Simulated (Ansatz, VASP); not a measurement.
**NiO in VASP and in Ansatz**

```
Ni O
1.0
    -2.08238   -2.08238    4.18307
    -4.18307   -2.08238    2.08238
    -2.08238   -4.18307    2.08238
Ni O
2 2
Cartesian
  0.0000 0.0000 0.0000
  -4.1739 -4.1739 4.1739
  2.0961 2.0961 2.1053
  -2.0778 -2.0778 6.2792
```

Alike in both runs: functional PBE; k mesh 10 × 10 × 10; occupations gaussian, width 0.05 eV; collinear spin.

Ansatz relaxed the structure, and its values are those at the end. VASP's run is a single point on that final structure, the one shown.

```csv
,VASP,Ansatz
version,VASP 6.6.1,Ansatz 0.2.0
potentials or method,"VASP PAW PBE potentials, release 64 (Ni, O), cutoff 520 eV","scalar-relativistic, plane waves, PAW"
valence electrons in the cell,32,48
```

```tsv
	VASP	Ansatz	Ansatz less VASP
gap on the k mesh at the Fermi level (eV)	0.93	0.96	+0.028
least direct gap on the mesh (eV)	1.14	1.16	+0.015
pressure (GPa)	-0.3	0.0	+0.28
net moment per atom (μB)	0.00	0.00	0.000
size of the moment on the site where the two differ most (μB)	1.35	1.37	+0.021
```

Site moments also hang on the region over which each program counts them. VASP's potentials hold 32 valence electrons a cell and Ansatz's 48, so a difference there can come from the potentials and not from the codes.
